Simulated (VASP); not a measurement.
# Ba (Im-3m) in VASP: single point with r2SCAN

Aim: the single point of Ba with r2SCAN.

Everything below comes from runs of VASP 6.6.1. Logs are shortened: lines on timing, memory, paths and dates and some standing lists are left out, and cuts for length are marked.

### 1 The cell of the first run

Symmetry: Im-3m, No. 229, cubic system. The conventional cell has a = 5.060 Å, b = 5.060 Å, c = 5.060 Å, α = 90.00°, β = 90.00°, γ = 90.00°. Ba (site symmetry m-3m) has 14 Ba at 4.38 to 5.06 Å within 5.7 Å.

### 2 Single point, r2SCAN

Input file POSCAR:

```
Ba
1.0
    5.0604524984      0.0000000000      0.0000000000
    0.0000000000      5.0604524984      0.0000000000
    0.0000000000      0.0000000000      5.0604524984
Ba
2
Direct
    0.0000000000      0.0000000000      0.0000000000
    0.5000000000      0.5000000000      0.5000000000
```

Input file INCAR.step1:

```
SYSTEM = Ba
PREC     = Accurate       ! precision mode
ENCUT    = 520            ! plane-wave cutoff, eV
ISMEAR   = 0              ! smearing method
SIGMA    = 0.1            ! smearing width, eV
LREAL    = .False.        ! projectors in reciprocal space
LASPH    = .True.         ! aspherical terms in the spheres
NELM     = 60             ! most SCF steps
NBANDS   = 17             ! bands
GGA      = PE             ! functional
ALGO     = Normal         ! electronic algorithm
EDIFF    = 1E-4           ! SCF threshold, eV
LWAVE    = .True.         ! write WAVECAR
LCHARG   = .False.        ! write CHGCAR
```

Input file INCAR.step2:

```
SYSTEM = Ba
PREC     = Accurate       ! precision mode
ENCUT    = 520            ! plane-wave cutoff, eV
EDIFF    = 1E-7           ! SCF threshold, eV
ISMEAR   = 0              ! smearing method
SIGMA    = 0.1            ! smearing width, eV
LREAL    = .False.        ! projectors in reciprocal space
LASPH    = .True.         ! aspherical terms in the spheres
NELM     = 60             ! most SCF steps
ALGO     = Normal         ! electronic algorithm
ISIF     = 2              ! what is computed and relaxed
LWAVE    = .False.        ! write WAVECAR
LCHARG   = .False.        ! write CHGCAR
METAGGA  = R2SCAN         ! meta-GGA
LMIXTAU  = .True.       
NBANDS   = 17             ! bands
ISTART   = 1
```

Input file KPOINTS:

```
regular mesh
0
Gamma
  8 8 8
  0 0 0
```

Potentials or basis: VASP PAW PBE potentials, release 64 (Ba_sv).

Run with:

```sh
$ cat potpaw_PBE.64/Ba_sv/POTCAR > POTCAR
$ cp INCAR.step1 INCAR
$ mpirun -np 1 vasp_std > vasp.out
$ cp INCAR.step2 INCAR
$ mpirun -np 1 vasp_std > vasp.out
```

OUTCAR:

```text
SYSTEM = Ba
   PREC = Accurate
   ENCUT = 520
   EDIFF = 1E-7
   ISMEAR = 0
   LREAL = .False.
   LASPH = .True.
   NELM = 60
   ISIF = 2
   METAGGA = R2SCAN
   ISTART = 1

 ion  position               nearest neighbor table
   1  0.000  0.000  0.000-   2 4.38   2 4.38   2 4.38   2 4.38   2 4.38   2 4.38   2 4.38   2 4.38

   2  0.500  0.500  0.500-   1 4.38   1 4.38   1 4.38   1 4.38   1 4.38   1 4.38   1 4.38   1 4.38

  LATTYP: Found a simple cubic cell.
 ALAT       =     5.0604524984

  Lattice vectors:

 A1 = (   5.0604524984,   0.0000000000,   0.0000000000)
 A2 = (   0.0000000000,   5.0604524984,   0.0000000000)
 A3 = (   0.0000000000,   0.0000000000,   5.0604524984)

Analysis of symmetry for initial positions (statically):
=====================================================================
 Subroutine PRICEL returns following result:

  LATTYP: Found a body centered cubic cell.
 ALAT       =     5.0604524984

  Lattice vectors:

 A1 = (   2.5302262492,   2.5302262492,  -2.5302262492)
 A2 = (  -2.5302262492,   2.5302262492,   2.5302262492)
 A3 = (   2.5302262492,  -2.5302262492,   2.5302262492)

   2 primitive cells build up your supercell.

 Routine SETGRP: Setting up the symmetry group for a
 simple cubic supercell.

 Subroutine GETGRP returns: Found 48 space group operations
 (whereof 48 operations were pure point group operations)
 out of a pool of 48 trial point group operations.

The static configuration has the point symmetry O_h .

Analysis of symmetry for dynamics (positions and initial velocities):
=====================================================================
 Subroutine PRICEL returns following result:

  LATTYP: Found a body centered cubic cell.
 ALAT       =     5.0604524984

  Lattice vectors:

 A1 = (   2.5302262492,   2.5302262492,  -2.5302262492)
 A2 = (  -2.5302262492,   2.5302262492,   2.5302262492)
 A3 = (   2.5302262492,  -2.5302262492,   2.5302262492)

   2 primitive cells build up your supercell.

 Routine SETGRP: Setting up the symmetry group for a
 simple cubic supercell.

 Subroutine GETGRP returns: Found 48 space group operations
 (whereof 48 operations were pure point group operations)
 out of a pool of 48 trial point group operations.

The dynamic configuration has the point symmetry O_h .

 Subroutine INISYM returns: Found 48 space group operations
 (whereof 48 operations are pure point group operations),
 and found     2 'primitive' translations

----------------------------------------------------------------------------------------

                                     Primitive cell

  volume of cell :      64.7945

  direct lattice vectors                    reciprocal lattice vectors
     2.530226249  2.530226249 -2.530226249     0.197610787  0.197610787  0.000000000
    -2.530226249  2.530226249  2.530226249    -0.000000000  0.197610787  0.197610787
     2.530226249 -2.530226249  2.530226249     0.197610787  0.000000000  0.197610787

  length of vectors
     4.382480418  4.382480418  4.382480418     0.279463855  0.279463855  0.279463855

  position of ions in fractional coordinates (direct lattice)
     0.000000000  0.000000000  0.000000000

  ion indices of the primitive-cell ions
   primitive index   ion index
                 1           1

----------------------------------------------------------------------------------------

 KPOINTS: regular mesh

Automatic generation of k-mesh.
 Grid dimensions read from file:
 generate k-points for:    8    8    8

 Generating k-lattice:

  Cartesian coordinates                     Fractional coordinates (reciprocal lattice)
     0.024701348  0.000000000  0.000000000     0.125000000  0.000000000  0.000000000
     0.000000000  0.024701348  0.000000000     0.000000000  0.125000000  0.000000000
     0.000000000  0.000000000  0.024701348     0.000000000  0.000000000  0.125000000

  Length of vectors
     0.024701348  0.024701348  0.024701348

  Shift w.r.t. Gamma in fractional coordinates (k-lattice)
     0.000000000  0.000000000  0.000000000

 Subroutine IBZKPT returns following result:
 ===========================================

 Found     35 irreducible k-points:

 Following reciprocal coordinates:
            Coordinates               Weight
  0.000000  0.000000  0.000000      1.000000
  0.125000  0.000000  0.000000      6.000000
  0.250000  0.000000  0.000000      6.000000
  0.375000  0.000000  0.000000      6.000000
  0.500000  0.000000  0.000000      3.000000
  0.125000  0.125000  0.000000     12.000000
[... 16 lines left out ...]
  0.375000  0.375000  0.125000     24.000000
  0.500000  0.375000  0.125000     24.000000
 [... further k-points ...]
   k-points           NKPTS =     35   k-points in BZ     NKDIM =     35   number of bands    NBANDS=     17
   number of dos      NEDOS =    301   number of ions     NIONS =      2
   total plane-waves  NPLWV =  64000
   dimension x,y,z NGX =    40 NGY =   40 NGZ =   40
   dimension x,y,z NGXF=    80 NGYF=   80 NGZF=   80
   ions per type =               2
   NGX,Y,Z   is equivalent  to a cutoff of  13.14, 13.14, 13.14 a.u.
   NGXF,Y,Z  is equivalent  to a cutoff of  26.28, 26.28, 26.28 a.u.
 SYSTEM =  Ba
   PREC   = accura    normal or accurate (medium, high low for compatibility)
   ISTART =      1    job   : 0-new  1-cont  2-samecut
   ICHARG =      0    charge: 1-file 2-atom 10-const
   ISPIN  =      1    spin polarized calculation?
   LNONCOLLINEAR =      F non collinear calculations
   LSORBIT =      F    spin-orbit coupling
   LASPH  =      T    aspherical Exc in radial PAW
   ENCUT  =  520.0 eV  38.22 Ry    6.18 a.u.   9.41  9.41  9.41*2*pi/ulx,y,z
   NELM   =     60;   NELMIN=  2; NELMDL=  0     # of ELM steps
   EDIFF  = 0.1E-06   stopping-criterion for ELM
   LREAL  =      F    real-space projection
   EDIFFG = 0.1E-05   stopping-criterion for IOM
   NSW    =      0    number of steps for IOM
   IBRION =     -1    ionic relax: 0-MD 1-quasi-New 2-CG
   NFREE  =      0    steps in history (QN), initial steepest desc. (CG)
   ISIF   =      2    stress and relaxation
   ISYM   =      2    0-nonsym 1-usesym 2-fastsym
   POTIM  = 0.5000    time-step for ionic-motion
   TEBEG  =    0.0;   TEEND  =   0.0 temperature during run
   PSTRESS=    0.0 pullay stress
   NELECT =      20.0000    total number of electrons
   NUPDOWN=      -1.0000    fix difference up-down
   EMIN   =  10.00;   EMAX   =-10.00  energy-range for DOS
   EFERMI =   0.00;   METHOD = LEGACY
   ISMEAR =     0;   SIGMA  =   0.10  broadening in eV -4-tet -1-fermi 0-gaus
   EFERMI_NEDOS =   21; number of points for ismear=-14 and -15
   IALGO  =     38    algorithm
   IMIX   =      4    mixing-type and parameters
     AMIX     =   0.40;   BMIX     =  1.00
     AMIX_MAG =   1.60;   BMIX_MAG =  1.00
  volume/ion in A,a.u.               =      64.79       437.25
  Fermi-wavevector in a.u.,A,eV,Ry     =   0.878137  1.659438 10.491781  0.771124
  Thomas-Fermi vector in A             =   1.998182
   LORBIT       =      0    0 simple, 1 ext, 2 COOP (PROOUT), +10 PAW based schemes
   METAGGA = R2SCAN    functional components
   LHFCALC =     F    Hartree Fock is set to
   AEXX    =    0.0000 exact exchange contribution
   IVDW    =     0    specifies the selected vdW correction
   LEPSILON=     F    determine dielectric tensor
   LRPA    =     F    only Hartree local field effects (RPA)
 non-spin polarized calculation
 Gauss-broadening in eV      SIGMA  =   0.10
  energy-cutoff  :      520.00
  volume of cell :      129.59
 maximum number of plane-waves:      3532
 NGX is ok and might be reduce to    40
   NGX = 19   NGY = 19   NGZ = 19

 number of electron      19.9999995 magnetization

 Free energy of the ion-electron system (eV)
  ---------------------------------------------------
  ext. energy  EPLUGINS =         0.00000000
  ---------------------------------------------------
  free energy    TOTEN  =       -52.87631876 eV

  energy without entropy =      -52.86731230  energy(sigma->0) =      -52.87181553

 E-fermi :   1.6168     XC(G=0):  -7.7346

 val. band max:        1.5706500259   @ k =   0.3750   0.3750   0.3750
 cond. band min:       1.6338473511   @ k =   0.3750   0.2500   0.2500
 fundamental gap:      0.0631973251
 Fermi energy:         1.6168498139

 k-point     1 :       0.0000    0.0000    0.0000
  band No.  band energies     occupation
      1     -28.3301      2.00000
      2     -28.2589      2.00000
      3     -13.1705      2.00000
      4     -13.1705      2.00000
      5     -13.1705      2.00000
      6     -12.8764      2.00000
[... 9 lines left out ...]
     16       5.0554      0.00000
     17       6.1936      0.00000

 k-point     2 :       0.1250    0.0000    0.0000
  band No.  band energies     occupation
      1     -28.3270      2.00000
      2     -28.2612      2.00000
      3     -13.1719      2.00000
      4     -13.1588      2.00000
      5     -13.1588      2.00000
      6     -12.9011      2.00000
[... 9 lines left out ...]
     16       5.1647      0.00000
     17       5.3846      0.00000

 k-point     3 :       0.2500    0.0000    0.0000
  band No.  band energies     occupation
      1     -28.3183      2.00000
      2     -28.2679      2.00000
      3     -13.1704      2.00000
      4     -13.1256      2.00000
      5     -13.1256      2.00000
      6     -12.9650      2.00000
[... 9 lines left out ...]
     16       4.6116      0.00000
     17       4.6116      0.00000

 k-point     4 :       0.3750    0.0000    0.0000
  band No.  band energies     occupation
      1     -28.3058      2.00000
      2     -28.2785      2.00000
      3     -13.1536      2.00000
      4     -13.0766      2.00000
      5     -13.0766      2.00000
      6     -13.0434      2.00000
[... 9 lines left out ...]
     16       4.0479      0.00000
     17       4.3814      0.00000

 k-point     5 :       0.5000    0.0000    0.0000
  band No.  band energies     occupation
      1     -28.2917      2.00000
      2     -28.2917      2.00000
      3     -13.1111      2.00000
      4     -13.1111      2.00000
      5     -13.0196      2.00000
      6     -13.0196      2.00000
[... 9 lines left out ...]
     16       3.7012      0.00000
     17       4.8476      0.00000

 k-point     6 :       0.1250    0.1250    0.0000
  band No.  band energies     occupation
      1     -28.3241      2.00000
      2     -28.2632      2.00000
      3     -13.1916      2.00000
      4     -13.1479      2.00000
      5     -13.1300      2.00000
      6     -12.9441      2.00000
[... 9 lines left out ...]
     16       4.7658      0.00000
     17       4.8915      0.00000
[... 281 lines left out ...]
 k-point    21 :       0.3750    0.2500    0.1250
  band No.  band energies     occupation
      1     -28.2991      2.00000
      2     -28.2813      2.00000
      3     -13.2449      2.00000
      4     -13.1874      2.00000
      5     -13.0876      2.00000
      6     -12.9806      2.00000
[... 9 lines left out ...]
     16       4.7398      0.00000
     17       5.5238      0.00000

 k-point    22 :       0.5000    0.2500    0.1250
  band No.  band energies     occupation
      1     -28.2898      2.00000
      2     -28.2898      2.00000
      3     -13.2326      2.00000
      4     -13.2326      2.00000
      5     -13.0330      2.00000
      6     -13.0330      2.00000
[... 9 lines left out ...]
     16       4.5234      0.00000
     17       5.5602      0.00000

 k-point    23 :       0.3750    0.3750    0.1250
  band No.  band energies     occupation
      1     -28.2940      2.00000
      2     -28.2843      2.00000
      3     -13.2751      2.00000
      4     -13.2450      2.00000
      5     -13.0603      2.00000
      6     -12.9990      2.00000
[... 9 lines left out ...]
     16       5.1514      0.00000
     17       5.4514      0.00000

 k-point    24 :       0.5000    0.3750    0.1250
  band No.  band energies     occupation
      1     -28.2887      2.00000
      2     -28.2887      2.00000
      3     -13.2772      2.00000
      4     -13.2772      2.00000
      5     -13.0272      2.00000
      6     -13.0272      2.00000
[... 9 lines left out ...]
     16       4.9504      0.00000
     17       5.6458      0.00000

 [... further k-points ...]

------------------------ aborting loop because EDIFF is reached ----------------------------------------

  FORCE on cell =-STRESS in cart. coord.  units (eV):
  Direction    XX          YY          ZZ          XY          YZ          ZX
  --------------------------------------------------------------------------------------
  -------------------------------------------------------------------------------------
  Total        0.0386529      0.0386529      0.0386529      0.0000000      0.0000000     -0.0000000
  in kB        0.4778862      0.4778862      0.4778862      0.0000000      0.0000000     -0.0000000
  external PRESSURE =       0.4778862 kB  Pullay stress =       0.0000000 kB

 VOLUME and BASIS-vectors are now :
 -----------------------------------------------------------------------------
  energy-cutoff  :      520.00
  volume of cell :      129.59
      direct lattice vectors                 reciprocal lattice vectors
     5.060452498  0.000000000  0.000000000     0.197610787  0.000000000  0.000000000
     0.000000000  5.060452498  0.000000000     0.000000000  0.197610787  0.000000000
     0.000000000  0.000000000  5.060452498     0.000000000  0.000000000  0.197610787

 POSITION                                       TOTAL-FORCE (eV/Angst)
 -----------------------------------------------------------------------------------
      0.00000      0.00000      0.00000         0.000000      0.000000      0.000000
      2.53023      2.53023      2.53023        -0.000000     -0.000000     -0.000000
 -----------------------------------------------------------------------------------
    total drift:                                0.000000      0.000000     -0.000000

  FREE ENERGIE OF THE ION-ELECTRON SYSTEM (eV)
  ---------------------------------------------------
  free  energy   TOTEN  =       -52.8763187555 eV

  energy  without entropy=      -52.8673123007  energy(sigma->0) =      -52.87181553
```

Wall time 3.4 min (1 thread of Intel Xeon Platinum 8375C at 2.90GHz (Ice Lake), shared host); peak memory 0.29 GiB.

What came out:

```
Free energy            : -52.8763 eV
Pressure               : 0.0 GPa
Band gap on the k mesh : zero (bands 10 and 11 overlap by 1.13 eV)
```

Caveat: the PAW data sets were made with another functional, which shifts forces and pressure a little; spin-orbit coupling is left out, which moves the levels of the heavy elements.

The gap in the log of VASP goes by the Fermi energy; the results here count the filled bands.